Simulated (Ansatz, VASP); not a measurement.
**NbP: VASP beside Ansatz**

```xyz
4
Lattice="-1.7078 1.7078 5.8527 1.7078 -1.7078 5.8527 1.7078 1.7078 -5.8527" Properties=species:S:1:pos:R:3 pbc="T T T"
Nb    1.7078    0.0000    2.9249
Nb    0.0000    0.0000    5.8513
P     0.0000    1.7078    3.8949
P     0.0000    0.0000    0.9686
```

Change from the starting cell: volume scaled by 1.06.

Alike in both runs: task single point; functional PBEsol; k mesh 11 × 11 × 11; occupations fermi-dirac, width 0.05 eV; no spin polarisation.

```csv
,VASP,Ansatz
version,VASP 6.6.1,Ansatz 0.2.0
potentials or method,"VASP PAW PBE potentials, release 64 (Nb_sv, P), cutoff 520 eV","all-electron LAPW, scalar-relativistic"
```

```csv
,VASP,Ansatz,Ansatz less VASP
gap on the k mesh at the Fermi level (eV),none,none,-
pressure (GPa),-15.6,-15.4,+0.18
"traceless stress, the component that is largest in VASP (GPa)",0.84,0.83,-0.007
```

VASP's potentials were made for PBE, not for PBEsol. A gap of «none» marks a metal or a gap that the smearing closes. Ansatz ran all-electron here, and VASP with PAW potentials.
